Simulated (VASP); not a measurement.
# PbSe (Fm-3m) in VASP: a series of runs, part 2 of 2

VASP 6.6.1.

**4. Electric field gradients, PBEsol (volume scaled by 1.06)**

The input, INCAR:

```
SYSTEM = PbSe
PREC     = Accurate       ! precision mode
ENCUT    = 400            ! plane-wave cutoff, eV
EDIFF    = 1E-8           ! SCF threshold, eV
ISMEAR   = -1             ! smearing method
SIGMA    = 0.01           ! smearing width, eV
LREAL    = .False.        ! projectors in reciprocal space
LASPH    = .True.         ! aspherical terms in the spheres
NELM     = 120            ! most SCF steps
ALGO     = Normal         ! electronic algorithm
ISIF     = 2              ! what is computed and relaxed
LWAVE    = .False.        ! write WAVECAR
LCHARG   = .False.        ! write CHGCAR
GGA      = PS             ! functional
LEFG     = .True.       
NBANDS   = 17             ! bands
GGA_COMPAT= .False.
```

The input, KPOINTS:

```
regular mesh
0
Gamma
  9 9 9
  0 0 0
```

The input, POSCAR:

```
PbSe
1.0
    0.0000000000      3.1222074042      3.1222074042
    3.1222074042      0.0000000000      3.1222074042
    3.1222074042      3.1222074042      0.0000000000
Pb Se
1 1
Direct
    0.0000000000      0.0000000000      0.0000000000
    0.5000000000      0.5000000000      0.5000000000
```

Potentials or basis: VASP PAW PBE potentials, release 64 (Pb_d, Se).

Run with:

```
> cat potpaw_PBE.64/Pb_d/POTCAR potpaw_PBE.64/Se/POTCAR > POTCAR
> mpirun -np 1 vasp_std > vasp.out
```

OUTCAR:

```text
SYSTEM = PbSe
   PREC = Accurate
   ENCUT = 400
   EDIFF = 1E-8
   ISMEAR = -1
   LREAL = .False.
   LASPH = .True.
   NELM = 120
   ISIF = 2
   GGA = PS

 ion  position               nearest neighbor table
   1  0.000  0.000  0.000-   2 3.12   2 3.12   2 3.12   2 3.12   2 3.12   2 3.12
   2  0.500  0.500  0.500-   1 3.12   1 3.12   1 3.12   1 3.12   1 3.12   1 3.12

  LATTYP: Found a face centered cubic cell.
 ALAT       =     6.2444148084

  Lattice vectors:

 A1 = (   0.0000000000,   3.1222074042,   3.1222074042)
 A2 = (   3.1222074042,   0.0000000000,   3.1222074042)
 A3 = (   3.1222074042,   3.1222074042,   0.0000000000)

Analysis of symmetry for initial positions (statically):
=====================================================================
 Subroutine PRICEL returns:
 Original cell was already a primitive cell.

 Routine SETGRP: Setting up the symmetry group for a
 face centered cubic supercell.

 Subroutine GETGRP returns: Found 48 space group operations
 (whereof 48 operations were pure point group operations)
 out of a pool of 48 trial point group operations.

The static configuration has the point symmetry O_h .

Analysis of symmetry for dynamics (positions and initial velocities):
=====================================================================
 Subroutine PRICEL returns:
 Original cell was already a primitive cell.

 Routine SETGRP: Setting up the symmetry group for a
 face centered cubic supercell.

 Subroutine GETGRP returns: Found 48 space group operations
 (whereof 48 operations were pure point group operations)
 out of a pool of 48 trial point group operations.

The dynamic configuration has the point symmetry O_h .

 Subroutine INISYM returns: Found 48 space group operations
 (whereof 48 operations are pure point group operations),
 and found     1 'primitive' translations

----------------------------------------------------------------------------------------

                                     Primitive cell

  volume of cell :      60.8717

  direct lattice vectors                    reciprocal lattice vectors
     0.000000000  3.122207404  3.122207404    -0.160143109  0.160143109  0.160143109
     3.122207404  0.000000000  3.122207404     0.160143109 -0.160143109  0.160143109
     3.122207404  3.122207404  0.000000000     0.160143109  0.160143109 -0.160143109

  length of vectors
     4.415468056  4.415468056  4.415468056     0.277376001  0.277376001  0.277376001

  position of ions in fractional coordinates (direct lattice)
     0.000000000  0.000000000  0.000000000
     0.500000000  0.500000000  0.500000000

  ion indices of the primitive-cell ions
   primitive index   ion index
                 1           1
                 2           2

----------------------------------------------------------------------------------------

 KPOINTS: regular mesh

Automatic generation of k-mesh.
[... 71 lines left out ...]
   NFREE  =      0    steps in history (QN), initial steepest desc. (CG)
   ISIF   =      2    stress and relaxation
   ISYM   =      2    0-nonsym 1-usesym 2-fastsym
   POTIM  = 0.5000    time-step for ionic-motion
   TEBEG  =    0.0;   TEEND  =   0.0 temperature during run
   PSTRESS=    0.0 pullay stress
   NELECT =      20.0000    total number of electrons
   NUPDOWN=      -1.0000    fix difference up-down
   EMIN   =  10.00;   EMAX   =-10.00  energy-range for DOS
   EFERMI =   0.00;   METHOD = LEGACY
   ISMEAR =    -1;   SIGMA  =   0.01  broadening in eV -4-tet -1-fermi 0-gaus
   EFERMI_NEDOS =   21; number of points for ismear=-14 and -15
   IALGO  =     38    algorithm
   IMIX   =      4    mixing-type and parameters
     AMIX     =   0.40;   BMIX     =  1.00
     AMIX_MAG =   1.60;   BMIX_MAG =  1.00
  volume/ion in A,a.u.               =      30.44       205.39
  Fermi-wavevector in a.u.,A,eV,Ry     =   1.129657  2.134741 17.362719  1.276124
  Thomas-Fermi vector in A             =   2.266351
   LORBIT       =      0    0 simple, 1 ext, 2 COOP (PROOUT), +10 PAW based schemes
   GGA     = PS    functional components
   LHFCALC =     F    Hartree Fock is set to
   AEXX    =    0.0000 exact exchange contribution
   IVDW    =     0    specifies the selected vdW correction
   LEPSILON=     F    determine dielectric tensor
   LRPA    =     F    only Hartree local field effects (RPA)
 non-spin polarized calculation
  energy-cutoff  :      400.00
  volume of cell :       60.87
 maximum number of plane-waves:      1125
 NGX is ok and might be reduce to    30
   NGX = 15   NGY = 15   NGZ = 15

 number of electron      20.0000010 magnetization

 Free energy of the ion-electron system (eV)
  ---------------------------------------------------
  ext. energy  EPLUGINS =         0.00000000
  ---------------------------------------------------
  free energy    TOTEN  =        -8.87522564 eV

  energy without entropy =       -8.87522564  energy(sigma->0) =       -8.87522564

 E-fermi :   4.2489     XC(G=0):  -9.4481

 val. band max:        4.0079339493   @ k =   0.4444   0.0000   0.0000
 cond. band min:       4.7276489081   @ k =   0.4444   0.0000   0.0000
 fundamental gap:      0.7197149588
 Fermi energy:         4.2488543232

 k-point     1 :       0.0000    0.0000    0.0000
  band No.  band energies     occupation
      1     -12.4634      2.00000
      2     -12.4634      2.00000
      3     -12.4634      2.00000
      4     -12.4589      2.00000
      5     -12.4589      2.00000
      6      -8.9250      2.00000
[... 457 lines left out ...]
      4     -12.4286      2.00000
      5     -12.4286      2.00000
      6      -7.7392      2.00000
[... 9 lines left out ...]
     16      15.1916      0.00000
     17      16.5523      0.00000

 [... further k-points ...]

------------------------ aborting loop because EDIFF is reached ----------------------------------------

  FORCE on cell =-STRESS in cart. coord.  units (eV):
  Direction    XX          YY          ZZ          XY          YZ          ZX
  --------------------------------------------------------------------------------------
  -------------------------------------------------------------------------------------
  Total       -1.2173183     -1.2173183     -1.2173183     -0.0000000     -0.0000000      0.0000000
  in kB      -32.0405147    -32.0405147    -32.0405147     -0.0000000     -0.0000000      0.0000000
  external PRESSURE =     -32.0405147 kB  Pullay stress =       0.0000000 kB

 VOLUME and BASIS-vectors are now :
 -----------------------------------------------------------------------------
  energy-cutoff  :      400.00
  volume of cell :       60.87
      direct lattice vectors                 reciprocal lattice vectors
     0.000000000  3.122207404  3.122207404    -0.160143109  0.160143109  0.160143109
     3.122207404  0.000000000  3.122207404     0.160143109 -0.160143109  0.160143109
     3.122207404  3.122207404  0.000000000     0.160143109  0.160143109 -0.160143109

 POSITION                                       TOTAL-FORCE (eV/Angst)
 -----------------------------------------------------------------------------------
      0.00000      0.00000      0.00000         0.000000      0.000000     -0.000000
      3.12221      3.12221      3.12221         0.000000      0.000000      0.000000
 -----------------------------------------------------------------------------------
    total drift:                               -0.000000      0.000000      0.000000

  FREE ENERGIE OF THE ION-ELECTRON SYSTEM (eV)
  ---------------------------------------------------
  free  energy   TOTEN  =        -8.8752256379 eV

  energy  without entropy=       -8.8752256379  energy(sigma->0) =       -8.87522564

 Electric field gradients (V/A^2)
---------------------------------------------------------------------
 ion       V_xx      V_yy      V_zz      V_xy      V_xz      V_yz
---------------------------------------------------------------------
   1      -0.000     0.000     0.000    -0.002    -0.002    -0.002
   2      -0.000    -0.000     0.000    -0.000    -0.000    -0.000
---------------------------------------------------------------------

 Electric field gradients after diagonalization (V/A^2)
 (convention: |V_zz| > |V_xx| > |V_yy|)
----------------------------------------------------------------------
 ion       V_xx      V_yy      V_zz     asymmetry (V_yy - V_xx)/ V_zz
----------------------------------------------------------------------
   1       0.002     0.002    -0.003       0.000
   2       0.000     0.000    -0.001       0.000
----------------------------------------------------------------------

           NMR quadrupolar parameters

 Cq : quadrupolar parameter    Cq=e*Q*V_zz/h
 eta: asymmetry parameters     (V_yy - V_xx)/ V_zz
 Q  : nuclear electric quadrupole moment in mb (millibarn)
----------------------------------------------------------------------
 ion       Cq(MHz)       eta       Q (mb)
----------------------------------------------------------------------
   1      -0.000       0.000       1.000
   2      -0.000       0.000       1.000
----------------------------------------------------------------------
```

It took 18 s on 1 thread of Intel Xeon 6975P-C (Granite Rapids), shared host; peak memory 0.17 GiB.

Results:

```
Free energy : -8.8752 eV
Pressure    : -3.2 GPa
```

Levels at points of the mesh, in eV from the Fermi level:
```
           k point  band 7  band 8  band 9  band 10  band 11  band 12  band 13  band 14
(0.00, 0.00, 0.00)   -6.48   -1.66   -1.66    -1.66     4.49     4.49     4.49     6.52
```

Caveat: this odd mesh misses L, where the gap lies, so gap, dielectric constants and Born charges aren't listed; without QUAD_EFG the Cq values of the log hold for a quadrupole moment of 1 mb, not for the nuclei; the PAW data sets were made with another functional, which shifts forces and pressure a little; spin-orbit coupling is left out, which moves the levels of the heavy elements.
